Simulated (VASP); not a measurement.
# Si: relaxation of shape and atoms at fixed volume with LDA

Crystal: Si.

```
CELL_PARAMETERS angstrom
-3.26792 3.26792 1.88909
3.26792 -3.26792 1.88909
3.26792 3.26792 -1.88909
ATOMIC_POSITIONS crystal
Si 0.17884 0.17884 0.35769
Si 0.82116 0.82116 0.64231
Si 0.17884 0.82116 0.00000
Si 0.82116 0.17884 0.00000
```

```yaml
Program: VASP 6.6.1
Task: relaxation of shape and atoms at fixed volume
Functional: LDA
Potentials_or_basis: VASP PAW LDA potentials, release 64 (Si)
Cutoff: 600 eV
k_mesh: 10 × 10 × 10
Occupations: gaussian, width 0.01 eV
Spin: no spin polarisation
Dipole_correction: no
Further_INCAR_settings: ALGO = Normal; EDIFF = 1e-07; IBRION = 2; EDIFFG = -0.01; NSW = 50; ISIF = 4
```

* Energy gained by relaxing: 0.1 meV/atom
* Ionic steps: 4
* Pressure after relaxing: 2.9 GPa
* Band gap on the k mesh: 0.10 eV (least direct gap 0.18 eV)

The path:
```csv
step,energy change (eV),largest force (eV/Å),pressure (GPa),volume (Å³)
1,0.0000,0.0435,2.97,80.70
2,-0.0001,0.0186,2.95,80.70
3,-0.0001,0.0044,2.95,80.70
4,-0.0002,0.0002,2.94,80.70
```

Final structure:
```
Si
1.0
    -3.26579    3.26579    1.89156
     3.26579   -3.26579    1.89156
     3.26579    3.26579   -1.89156
Si
4
Direct
  0.17908 0.17908 0.35815
  0.82092 0.82092 0.64185
  0.17908 0.82092 0.00000
  0.82092 0.17908 0.00000
```

Levels at points of the mesh, in eV from the valence-band top:
```
           k point  band 4  band 5  band 6  band 7  band 8  band 9  band 10  band 11  band 12
(0.00, 0.00, 0.00)   -5.73   -3.99   -1.59   -1.59   -0.61    1.31     1.61     1.61     2.21
(0.50, 0.00, 0.00)   -6.31   -4.61   -3.72   -2.54   -1.50    0.64     2.35     2.91     3.42
(0.50, 0.50, 0.00)   -5.03   -3.03   -2.14   -2.05   -1.74    1.51     1.78     1.87     4.04
(0.50, 0.50, 0.50)   -5.37   -3.12   -0.27    0.00    0.00    0.18     3.51     3.65     4.02
```

Run time: 3.3 min on 1 thread of Intel(R) Xeon(R) Platinum 8259CL CPU @ 2.50GHz (Skylake/Cascade Lake) (shared host), peak memory 0.24 GiB.

Caveat: semilocal functionals underestimate gaps, and a narrow one can read as zero. A k mesh can miss the band edges.
